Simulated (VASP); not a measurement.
Input of a VASP 6.6.1 run:

Contents of INCAR:

```
SYSTEM = GaSnAs
  PREC = Accurate
  ENCUT = 520
  EDIFF = 1E-7
  ISMEAR = 0
  SIGMA = 0.1
  LREAL = .False.
  LASPH = .True.
  NELM = 100
  ALGO = Normal
  ISIF = 2
  LWAVE = .False.
  LCHARG = .True.
  GGA = PE
  LELF = .True.
  LVHAR = .True.
  NBANDS = 23
```

File KPOINTS:

```
regular mesh
0
Gamma
  12 12 10
  0 0 0
```

Contents of POSCAR:

```
GaSnAs
1.0
    4.5302680109      0.0000000000      0.0000000000
   -2.2651340054      3.9233271834      0.0000000000
    0.0000000000      0.0000000000      4.0000239763
Ga Sn As
1 1 1
Direct
    0.3333333333      0.6666666667      0.5000000000
    0.0000000000      0.0000000000      0.0000000000
    0.6666666667      0.3333333333      0.5000000000
```

Potentials or basis: VASP PAW PBE potentials, release 64 (Ga_d, Sn_d, As).

Command:

```bash
$ cat potpaw_PBE.64/Ga_d/POTCAR potpaw_PBE.64/Sn_d/POTCAR potpaw_PBE.64/As/POTCAR > POTCAR
$ mpirun -np 1 vasp_std > vasp.out
```

Problem. Estimate the pressure.

Solution. 0.1 GPa.

Problem. What does it give for the band gap on the k mesh?

Solution. Zero (bands 16 and 17 overlap by 1.83 eV).

Caveat: spin-orbit coupling is left out, which moves the levels of the heavy elements.
